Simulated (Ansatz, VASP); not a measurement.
## One calculation of CoSi2, two programs

INCAR

```
SYSTEM = CoSi2
ALGO     = Normal         ! electronic algorithm
EDIFF    = 1E-6           ! SCF threshold, eV
ENCUT    = 520            ! plane-wave cutoff, eV
GGA      = PS             ! functional
ISIF     = 2              ! what is computed and relaxed
ISMEAR   = 0              ! smearing method
LASPH    = .True.         ! aspherical terms in the spheres
LCHARG   = .False.        ! write CHGCAR
LREAL    = .False.        ! projectors in reciprocal space
LWAVE    = .False.        ! write WAVECAR
NBANDS   = 16             ! bands
NELM     = 60             ! most SCF steps
PREC     = Accurate       ! precision mode
SIGMA    = 0.15           ! smearing width, eV
```

The input KPOINTS:

```
k-points
0
Gamma
  14 14 14
  0 0 0
```

File POSCAR:

```
CoSi2
1.0
    0.0000000000      2.6119920767      2.6119920767
    2.6119920767      0.0000000000      2.6119920767
    2.6119920767      2.6119920767      0.0000000000
Co Si
1 2
Direct
    0.0040186173     -0.0040186173     -0.0040186173
    0.2457836932      0.2542163068      0.2542163068
    0.7457836932      0.7542163068      0.7542163068
```

Input for Ansatz:

```yaml
crystal:
  lattice:
    - [0.0, 2.6119920767, 2.6119920767]
    - [2.6119920767, 0.0, 2.6119920767]
    - [2.6119920767, 2.6119920767, 0.0]
  atoms:
    - { symbol: Co, position: [0.0040186173, -0.0040186173, -0.0040186173] }
    - { symbol: Si, position: [0.2457836932, 0.2542163068, 0.2542163068] }
    - { symbol: Si, position: [0.7457836932, 0.7542163068, 0.7542163068] }
basis:
  ecutwfc: 520.0
kpoints:
  mp_grid: { grid: [14, 14, 14] }
hamiltonian:
  xc: pbesol
  pseudopotentials: { kind: paw, azcp: { folder: soft_1 } }
scf:
  occupations: { method: gaussian, width: 0.15 }
output:
  forces: true
  stress: true
  eigenvalues: true
  write_density: true
  write_potential: true
  elf: true
  volumetric_format: npy
```

Change from the starting cell: mode 4 frozen in at -0.022 Å, equal normal strain along x, y and z -0.0167.

Alike in both runs: task single point; functional PBEsol; k mesh 14 × 14 × 14; occupations gaussian, width 0.15 eV; no spin polarisation.

|  | VASP | Ansatz |
| --- | --- | --- |
| version | VASP 6.6.1 | Ansatz 0.2.0 |
| potentials or method | VASP PAW PBE potentials, release 64 (Co, Si), cutoff 520 eV | scalar-relativistic, plane waves, PAW |
| valence electrons in the cell | 17 | 25 |

```tsv
	VASP	Ansatz	Ansatz less VASP
gap on the k mesh at the Fermi level (eV)	none	none	-
pressure (GPa)	11.3	11.2	-0.09
traceless stress, the component that is largest in VASP (GPa)	-0.09	-0.08	+0.004
rms of the force components (eV/Å)	0.269	0.266	-0.0034
```

VASP's potentials were made for PBE, not for PBEsol, and Ansatz warns of the same on its side. Atom by atom the forces differ by 0.003 eV/Å (rms over components). A gap of «none» marks a metal or a gap that the smearing closes. VASP's potentials hold 17 valence electrons a cell and Ansatz's 25, so a difference there can come from the potentials and not from the codes.
